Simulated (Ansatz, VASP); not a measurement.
# One calculation of Li, two programs

The input INCAR:

```
SYSTEM = Li
PREC = Accurate
ENCUT = 520
EDIFF = 1E-6
ISMEAR = 0
SIGMA = 0.15
LREAL = .False.
LASPH = .True.
NELM = 60
ALGO = Fast
ISIF = 2
LWAVE = .False.
LCHARG = .False.
GGA = PE
IVDW = 12
NBANDS = 10
```

Contents of KPOINTS:

```
regular mesh
0
Gamma
  16 16 12
  0 0 0
```

POSCAR

```
Li
1.0
    0.0000000000     -2.0712727313     -2.0712727313
    0.0000000000      2.0712727313     -2.0712727313
    4.1425454626      0.0000000000      0.0000000000
Li
2
Direct
    0.6017423958      0.3982576042      0.5000000000
   -0.1017423958      0.1017423958      0.0000000000
```

Input for Ansatz:

```yaml
crystal:
  lattice:
    - [0.0, -2.0712727313, -2.0712727313]
    - [0.0, 2.0712727313, -2.0712727313]
    - [4.1425454626, 0.0, 0.0]
  atoms:
    - { symbol: Li, position: [0.6017423958, 0.3982576042, 0.5] }
    - { symbol: Li, position: [-0.1017423958, 0.1017423958, 0.0] }
basis:
  ecutwfc: 520.0
kpoints:
  mp_grid: { grid: [16, 16, 12] }
hamiltonian:
  xc: pbe
  dispersion: d3bj
scf:
  occupations: { method: gaussian, width: 0.15 }
output:
  forces: true
  stress: true
  eigenvalues: true
```

Change from the starting cell: mode 4 frozen in at -0.425 Å, equal normal strain along x, y and z -0.0083.

Alike in both runs: task single point; functional PBE; dispersion D3(BJ); k mesh 16 × 16 × 12; occupations gaussian, width 0.15 eV; no spin polarisation.

|  | VASP | Ansatz |
| --- | --- | --- |
| version | VASP 6.6.1 | Ansatz 0.2.0 |
| potentials or method | VASP PAW PBE potentials, release 64 (Li_sv), cutoff 520 eV | scalar-relativistic, plane waves, PAW |
| valence electrons in the cell | 6 | 6 |

Ansatz gave:

* gap on the k mesh at the Fermi level (eV): none
* rms of the force components (eV/Å): 0.367

Q: Estimate VASP's values.

A: gap on the k mesh at the Fermi level (eV): none; rms of the force components (eV/Å): 0.366.

Atom by atom the forces differ by 0.000 eV/Å (rms over components). A gap of «none» marks a metal or a gap that the smearing closes.

Noted on VASP's run: the cutoff is under 1.25 times that of the potentials, so the pressure is a little rough.
